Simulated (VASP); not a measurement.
Here is a VASP 6.6.1 calculation.

Contents of POSCAR:

```
Pt
1.0
    0.0000000000      1.9738864712      1.9738864712
    1.9738864712      0.0000000000      1.9738864712
    1.9738864712      1.9738864712      0.0000000000
Pt
1
Direct
    0.0000000000      0.0000000000      0.0000000000
```

The input INCAR.step1:

```
SYSTEM = Pt
PREC = Accurate
ENCUT = 520
ISMEAR = -1
SIGMA = 0.05
LREAL = .FALSE.
LASPH = .TRUE.
NELM = 100
NBANDS = 11
GGA = PE
ALGO = Normal
EDIFF = 1E-4
LWAVE = .TRUE.
LCHARG = .FALSE.
```

The input INCAR.step2:

```
SYSTEM = Pt
PREC = Accurate
ENCUT = 520
EDIFF = 1E-6
ISMEAR = -1
SIGMA = 0.05
LREAL = .FALSE.
LASPH = .TRUE.
NELM = 100
ALGO = Normal
ISIF = 2
LWAVE = .FALSE.
LCHARG = .FALSE.
METAGGA = R2SCAN
LMIXTAU = .TRUE.
NBANDS = 11
ISTART = 1
```

KPOINTS

```
regular mesh
0
G
  12 12 12
  0 0 0
```

Potentials or basis: VASP PAW PBE potentials, release 64 (Pt).

Command:

```sh
$ cat potpaw_PBE.64/Pt/POTCAR > POTCAR
$ cp INCAR.step1 INCAR
$ mpirun -np 1 vasp_std > vasp.out
$ cp INCAR.step2 INCAR
$ mpirun -np 1 vasp_std > vasp.out
```

(1) Estimate the pressure.

(2) Estimate the band gap on the k mesh.

Answers

(1) -0.7 GPa.

(2) zero (band 5 reaches 11.16 eV, above the bottom of band 6 at 8.86 eV).

Caveat: the PAW data sets were made with another functional, which shifts forces and pressure a little; spin-orbit coupling is left out, which moves the levels of the heavy elements.
